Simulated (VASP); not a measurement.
# Be (P2_1/m) in VASP: further runs

Runs on Be. Level: PBE+D3(BJ). Tasks: single point.

Program: VASP 6.6.1. These are calculated values, not measurements. Logs are shortened: lines on timing, memory, paths and dates and some standing lists are left out, and cuts for length are marked.

## (1) The cell of the first run

The structure is monoclinic, space group P2_1/m (No. 11). Conventional cell: a = 2.251 Å, b = 3.559 Å, c = 2.251 Å, α = 90.00°, β = 120.00°, γ = 90.00°. Be (site symmetry m) has 12 Be at 2.07 to 2.36 Å within 2.7 Å.

## (2) Single point, PBE+D3(BJ) (atoms displaced along a vibrational mode, the cell strained)

The input, INCAR:

```
PREC = Accurate
ENCUT = 520
EDIFF = 1E-7
ISMEAR = 0
SIGMA = 0.15
LREAL = F
LASPH = T
NELM = 60
ALGO = Fast
ISIF = 2
LWAVE = F
LCHARG = F
GGA = PE
IVDW = 12
NBANDS = 9
```

The input, KPOINTS:

```
regular mesh
0
Gamma
  24 24 12
```

The input, POSCAR:

```
Be
1.0
    2.2511737121      0.0000000000      0.0000000000
   -1.1255868561      1.9495736230      0.0000000000
    0.0000000000      0.0000000000      3.5585571504
Be
2
Direct
    0.2705566141      0.6666666667      0.2500000000
    0.7294433859      0.3333333333      0.7500000000
```

Potentials or basis: VASP PAW PBE potentials, release 64 (Be).

The run is started by

```bash
$ cat potpaw_PBE.64/Be/POTCAR > POTCAR
$ mpirun -np 1 vasp_std > vasp.out
```

OUTCAR:

```text
PREC = Accurate
   ENCUT = 520
   EDIFF = 1E-7
   ISMEAR = 0
   LREAL = F
   LASPH = T
   NELM = 60
   ISIF = 2
   GGA = PE
   IVDW = 12
 IVDW          = 12

 ion  position               nearest neighbor table
   1  0.271  0.667  0.250-   2 2.07   2 2.07   2 2.22   2 2.22   2 2.36   2 2.36
   2  0.729  0.333  0.750-   1 2.07   1 2.07   1 2.22   1 2.22   1 2.36   1 2.36

  LATTYP: Found a hexagonal cell.
 ALAT       =     2.2511737121
 C/A-ratio  =     1.5807563545

  Lattice vectors:

 A1 = (   2.2511737121,   0.0000000000,   0.0000000000)
 A2 = (  -1.1255868561,   1.9495736230,   0.0000000000)
 A3 = (   0.0000000000,   0.0000000000,   3.5585571504)

Analysis of symmetry for initial positions (statically):
=====================================================================
 Subroutine PRICEL returns:
 Original cell was already a primitive cell.

 Routine SETGRP: Setting up the symmetry group for a
 hexagonal supercell.

 Subroutine GETGRP returns: Found  4 space group operations
 (whereof  2 operations were pure point group operations)
 out of a pool of 24 trial point group operations.

The static configuration has the point symmetry S_2 .
 The point group associated with its full space group is C_2h.

Analysis of symmetry for dynamics (positions and initial velocities):
=====================================================================
 Subroutine PRICEL returns:
 Original cell was already a primitive cell.

 Routine SETGRP: Setting up the symmetry group for a
 hexagonal supercell.

 Subroutine GETGRP returns: Found  4 space group operations
 (whereof  2 operations were pure point group operations)
 out of a pool of 24 trial point group operations.

The dynamic configuration has the point symmetry S_2 .
 The point group associated with its full space group is C_2h.

 Subroutine INISYM returns: Found  4 space group operations
 (whereof  2 operations are pure point group operations),
 and found     1 'primitive' translations

----------------------------------------------------------------------------------------

                                     Primitive cell

  volume of cell :      15.6179

  direct lattice vectors                    reciprocal lattice vectors
     2.251173712  0.000000000  0.000000000     0.444212721  0.256466334  0.000000000
    -1.125586856  1.949573623  0.000000000     0.000000000  0.512932668  0.000000000
     0.000000000  0.000000000  3.558557150     0.000000000  0.000000000  0.281012769

  length of vectors
     2.251173712  2.251173712  3.558557150     0.512932668  0.512932668  0.281012769

  position of ions in fractional coordinates (direct lattice)
     0.270556614  0.666666667  0.250000000
     0.729443386  0.333333333  0.750000000

  ion indices of the primitive-cell ions
   primitive index   ion index
                 1           1
                 2           2

----------------------------------------------------------------------------------------

 KPOINTS: regular mesh

Automatic generation of k-mesh.
 Grid dimensions read from file:
 generate k-points for:   24   24   12

 Generating k-lattice:

  Cartesian coordinates                     Fractional coordinates (reciprocal lattice)
     0.018508863  0.010686097  0.000000000     0.041666667  0.000000000  0.000000000
     0.000000000  0.021372195  0.000000000     0.000000000  0.041666667  0.000000000
     0.000000000  0.000000000  0.023417731     0.000000000  0.000000000  0.083333333

  Length of vectors
     0.021372195  0.021372195  0.023417731

  Shift w.r.t. Gamma in fractional coordinates (k-lattice)
     0.000000000  0.000000000  0.000000000

 Subroutine IBZKPT returns following result:
 ===========================================

 Found   2030 irreducible k-points:

 Following reciprocal coordinates:
            Coordinates               Weight
  0.000000  0.000000  0.000000      1.000000
  0.041667  0.000000  0.000000      2.000000
  0.000000  0.041667  0.000000      2.000000
 -0.041667  0.041667  0.000000      2.000000
  0.083333  0.000000  0.000000      2.000000
  0.000000  0.083333  0.000000      2.000000
[... 16 lines left out ...]
  0.333333  0.000000  0.000000      2.000000
  0.000000  0.333333  0.000000      2.000000
 [... further k-points ...]
   k-points           NKPTS =   2030   k-points in BZ     NKDIM =   2030   number of bands    NBANDS=      9
   number of dos      NEDOS =    301   number of ions     NIONS =      2
   total plane-waves  NPLWV =   9072
   dimension x,y,z NGX =    18 NGY =   18 NGZ =   28
   dimension x,y,z NGXF=    36 NGYF=   36 NGZF=   56
   ions per type =               2
   NGX,Y,Z   is equivalent  to a cutoff of  13.29, 13.29, 13.08 a.u.
   NGXF,Y,Z  is equivalent  to a cutoff of  26.59, 26.59, 26.16 a.u.
 SYSTEM =  unknown system
   PREC   = accura    normal or accurate (medium, high low for compatibility)
   ISTART =      0    job   : 0-new  1-cont  2-samecut
   ICHARG =      2    charge: 1-file 2-atom 10-const
   ISPIN  =      1    spin polarized calculation?
   LNONCOLLINEAR =      F non collinear calculations
   LSORBIT =      F    spin-orbit coupling
   LASPH  =      T    aspherical Exc in radial PAW
   ENCUT  =  520.0 eV  38.22 Ry    6.18 a.u.   4.19  4.19  6.62*2*pi/ulx,y,z
   NELM   =     60;   NELMIN=  2; NELMDL= -5     # of ELM steps
   EDIFF  = 0.1E-06   stopping-criterion for ELM
   LREAL  =      F    real-space projection
   EDIFFG = 0.1E-05   stopping-criterion for IOM
   NSW    =      0    number of steps for IOM
   IBRION =     -1    ionic relax: 0-MD 1-quasi-New 2-CG
   NFREE  =      0    steps in history (QN), initial steepest desc. (CG)
   ISIF   =      2    stress and relaxation
   ISYM   =      2    0-nonsym 1-usesym 2-fastsym
   POTIM  = 0.5000    time-step for ionic-motion
   TEBEG  =    0.0;   TEEND  =   0.0 temperature during run
   PSTRESS=    0.0 pullay stress
   NELECT =       4.0000    total number of electrons
   NUPDOWN=      -1.0000    fix difference up-down
   EMIN   =  10.00;   EMAX   =-10.00  energy-range for DOS
   EFERMI =   0.00;   METHOD = LEGACY
   ISMEAR =     0;   SIGMA  =   0.15  broadening in eV -4-tet -1-fermi 0-gaus
   EFERMI_NEDOS =   21; number of points for ismear=-14 and -15
   IALGO  =     68    algorithm
   IMIX   =      4    mixing-type and parameters
     AMIX     =   0.40;   BMIX     =  1.00
     AMIX_MAG =   1.60;   BMIX_MAG =  1.00
  volume/ion in A,a.u.               =       7.81        52.70
  Fermi-wavevector in a.u.,A,eV,Ry     =   1.039650  1.964654 14.706167  1.080873
  Thomas-Fermi vector in A             =   2.174190
   LORBIT       =      0    0 simple, 1 ext, 2 COOP (PROOUT), +10 PAW based schemes
   GGA     = PE    functional components
   LHFCALC =     F    Hartree Fock is set to
   AEXX    =    0.0000 exact exchange contribution
   IVDW    =    12    specifies the selected vdW correction
   LEPSILON=     F    determine dielectric tensor
   LRPA    =     F    only Hartree local field effects (RPA)
 non-spin polarized calculation
 RMM-DIIS sequential band-by-band and
 Gauss-broadening in eV      SIGMA  =   0.15
  energy-cutoff  :      520.00
  volume of cell :       15.62
 maximum number of plane-waves:       446
 NGX is ok and might be reduce to    18
   NGX =  9   NGY =  9   NGZ = 13

 number of electron       4.0000000 magnetization

 Free energy of the ion-electron system (eV)
  ---------------------------------------------------
  ext. energy  EPLUGINS =         0.00000000
  ---------------------------------------------------
  free energy    TOTEN  =        -7.39290239 eV

  energy without entropy =       -7.39122739  energy(sigma->0) =       -7.39206489

 E-fermi :   7.2235     XC(G=0): -10.6455

 val. band max:        7.2209167238   @ k =  -0.0417   0.3750   0.0000
 cond. band min:       7.2257037546   @ k =  -0.2917   0.4583  -0.0833
 fundamental gap:      0.0047870308
 Fermi energy:         7.2235037334

 k-point     1 :       0.0000    0.0000    0.0000
  band No.  band energies     occupation
      1      -4.2897      2.00000
      2       2.5679      2.00000
      3       8.2242      0.00000
      4      22.7391      0.00000
      5      24.5527      0.00000
      6      24.7945      0.00000
      7      27.4017      0.00000
      8      28.3250      0.00000
      9      33.5440      0.00000

 k-point     2 :       0.0417    0.0000    0.0000
  band No.  band energies     occupation
      1      -4.2395      2.00000
      2       2.6344      2.00000
      3       8.2363      0.00000
      4      22.4293      0.00000
      5      23.7554      0.00000
      6      25.3320      0.00000
      7      27.3747      0.00000
      8      28.2072      0.00000
      9      32.2665      0.00000

 k-point     3 :       0.0000    0.0417    0.0000
  band No.  band energies     occupation
      1      -4.2394      2.00000
      2       2.6339      2.00000
      3       8.2389      0.00000
      4      22.4108      0.00000
      5      24.0619      0.00000
      6      24.8110      0.00000
      7      27.5267      0.00000
      8      28.2349      0.00000
      9      32.7785      0.00000

 k-point     4 :      -0.0417    0.0417    0.0000
  band No.  band energies     occupation
      1      -4.2392      2.00000
      2       2.6331      2.00000
      3       8.2432      0.00000
      4      22.4859      0.00000
      5      23.5780      0.00000
      6      25.3079      0.00000
      7      27.4359      0.00000
      8      28.2774      0.00000
      9      33.2173      0.00000
[... 205 lines left out ...]
 k-point    22 :      -0.2917    0.2917    0.0000
  band No.  band energies     occupation
      1      -1.8296      2.00000
      2       5.7049      2.00000
      3       8.6825      0.00000
      4      13.2668      0.00000
      5      18.2410      0.00000
      6      22.1643      0.00000
      7      22.4198      0.00000
      8      24.6329      0.00000
      9      28.5757      0.00000

 k-point    23 :       0.3333    0.0000    0.0000
  band No.  band energies     occupation
      1      -1.0697      2.00000
      2       6.8043      1.99992
      3       7.2606      0.72635
      4      14.2544      0.00000
      5      17.8492      0.00000
      6      18.9758      0.00000
      7      20.6530      0.00000
      8      23.8636      0.00000
      9      27.8153      0.00000

 k-point    24 :       0.0000    0.3333    0.0000
  band No.  band energies     occupation
      1      -1.0786      2.00000
      2       6.7349      2.00000
      3       7.5872      0.00061
      4      13.5409      0.00000
      5      18.1840      0.00000
      6      19.4187      0.00000
      7      20.7233      0.00000
      8      22.7083      0.00000
      9      30.0429      0.00000

 [... further k-points ...]

------------------------ aborting loop because EDIFF is reached ----------------------------------------

 Edisp (eV)   -0.71928

 E8    (eV) :    -0.2491

  FORCE on cell =-STRESS in cart. coord.  units (eV):
  Direction    XX          YY          ZZ          XY          YZ          ZX
  --------------------------------------------------------------------------------------
  -------------------------------------------------------------------------------------
  Total      -0.67179    -0.48397    -0.13987     0.64658     0.00000     0.00000
  in kB     -68.91630   -49.64830   -14.34862    66.32963     0.00000     0.00000
  external pressure =      -44.30 kB  Pullay stress =        0.00 kB

 VOLUME and BASIS-vectors are now :
 -----------------------------------------------------------------------------
  energy-cutoff  :      520.00
  volume of cell :       15.62
      direct lattice vectors                 reciprocal lattice vectors
     2.251173712  0.000000000  0.000000000     0.444212721  0.256466334  0.000000000
    -1.125586856  1.949573623  0.000000000     0.000000000  0.512932668  0.000000000
     0.000000000  0.000000000  3.558557150     0.000000000  0.000000000  0.281012769

 POSITION                                       TOTAL-FORCE (eV/Angst)
 -----------------------------------------------------------------------------------
     -0.14132      1.29972      0.88964         0.946054      0.315472      0.000000
      1.26691      0.64986      2.66892        -0.946054     -0.315472     -0.000000
 -----------------------------------------------------------------------------------
    total drift:                                0.000000     -0.000000     -0.000000

  FREE ENERGIE OF THE ION-ELECTRON SYSTEM (eV)
  ---------------------------------------------------
  free  energy   TOTEN  =        -8.1121783781 eV

  energy  without entropy=       -8.1105033773  energy(sigma->0) =       -8.11134088
```

Run time: 2.5 min. Hardware: 1 thread of Oxide Virtual Turin-like, shared host; peak memory 0.32 GiB.

Results:

```
Free energy                : -8.1122 eV
Pressure                   : -4.4 GPa
Largest force              : 0.997 eV/Å
Band gap on the k mesh     : zero (bands 2 and 3 overlap by 2.06 eV)
Dispersion energy per atom : -0.360 eV
```

Forces on the atoms (eV/Å):
```
Be   0.946  0.315  0.000
Be  -0.946 -0.315  0.000
```

Stress tensor (GPa, compression positive):
```
-6.89  6.63  0.00
 6.63 -4.96  0.00
 0.00  0.00 -1.43
```

Levels at points of the mesh, in eV from the Fermi level:
```tsv
k point	band 1	band 2	band 3	band 4	band 5	band 6	band 7
(0.00, 0.00, 0.00)	-11.51	-4.66	1.00	15.52	17.33	17.57	20.18
(0.50, 0.00, 0.00)	-4.59	-4.08	4.63	4.96	8.34	9.02	9.67
(0.00, 0.50, 0.00)	-5.14	-3.23	3.44	6.48	6.67	10.02	10.07
(0.50, 0.50, 0.00)	-5.50	-2.27	2.71	5.08	7.79	9.53	10.77
(0.00, 0.00, 0.50)	-9.35	-9.35	10.53	10.53	17.61	17.61	17.91
(0.50, 0.00, 0.50)	-3.96	-3.96	2.00	2.00	12.00	12.00	14.57
(0.00, 0.50, 0.50)	-3.76	-3.76	1.53	1.53	11.85	11.85	15.79
(0.50, 0.50, 0.50)	-3.38	-3.38	0.76	0.76	11.99	11.99	16.93
```

Caveat: the cell differs from its parent crystal (atoms displaced along a vibrational mode, the cell strained); the stress differs along the axes, from -7 to -1 GPa.

(Continued in part 2 of 2.)
